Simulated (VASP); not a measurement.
Wanted: the native input for a VASP 6.6.1 run.

```
Task                   : single point
Functional             : LDA
Potentials or basis    : VASP PAW LDA potentials, release 64 (Sb)
Cutoff                 : 520 eV
k mesh                 : 8 × 8 × 8
Occupations            : fermi-dirac, width 0.05 eV
Spin                   : no spin polarisation
Dipole correction      : no
Further INCAR settings : ALGO = Normal; EDIFF = 1e-06; NBANDS = 12
```

The structure of Sb lies in POSCAR:

```
Sb
1.0
    2.1684666409      1.2519647989      3.7828881425
   -2.1684666409      1.2519647989      3.7828881425
    0.0000000000     -2.5039295978      3.7828881425
Sb
2
Direct
    0.7665100000      0.7665100000      0.7665100000
    0.2334900000      0.2334900000      0.2334900000
```

The input as run:

INCAR

```
ALGO = Normal ; EDIFF = 1E-6
ENCUT = 520 ; GGA = CA
ISIF = 2 ; ISMEAR = -1
LASPH = True ; LCHARG = True
LELF = True ; LREAL = False
LVHAR = True ; LWAVE = False
NBANDS = 12 ; NELM = 60
PREC = Accurate ; SIGMA = 0.05
```

KPOINTS

```
k-points
0
Gamma
  8 8 8
```

Potentials or basis: VASP PAW LDA potentials, release 64 (Sb).

The run is started by

```console
$ cat potpaw_LDA.64/Sb/POTCAR > POTCAR
$ mpirun -np 1 vasp_std > vasp.out
```

It gave:

- Pressure: -2.0 GPa
- Largest force: 0.026 eV/Å
- Band gap on the k mesh: zero (bands 5 and 6 overlap by 0.30 eV)

Caveat: spin-orbit coupling is left out, which moves the levels of the heavy elements.

Wall time 73 s on 1 thread of AMD EPYC 7R13 (shared host), peak memory 0.16 GiB.
